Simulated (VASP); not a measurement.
CuSi16 (a cell with a defect), 17 atoms in the cell. The cell holds a defect, 17 atoms: a = 7.679 Å, b = 7.679 Å, c = 7.679 Å, α = 60.00°, β = 60.00°, γ = 60.00°. 

```yaml
Program: VASP 6.6.1
Task: single point
Functional: PBE
Potentials_or_basis: VASP PAW PBE potentials, release 64 (Si, Cu)
Cutoff: 520 eV
k_mesh: 2 × 2 × 2
Occupations: gaussian, width 0.02 eV
Spin: no spin polarisation
Dipole_correction: no
Charge: 1
Further_INCAR_settings: LREAL = Auto; ALGO = Normal; EDIFF = 1e-06; NBANDS = 52; NELECT = 74.0
```

Potentials or basis: VASP PAW PBE potentials, release 64 (Si, Cu).

Command:

```bash
$ cat potpaw_PBE.64/Si/POTCAR potpaw_PBE.64/Cu/POTCAR > POTCAR
$ mpirun -np 1 vasp_std > vasp.out
```

Hardware: 1 thread of Intel(R) Xeon(R) 6975P-C (Granite Rapids) (shared host).

Q: Estimate the wall time of this run.

A: Run time: 4 min on 1 thread of Intel(R) Xeon(R) 6975P-C (Granite Rapids) (shared host), peak memory 0.48 GiB. Counts: scf iterations 20, k points 8.
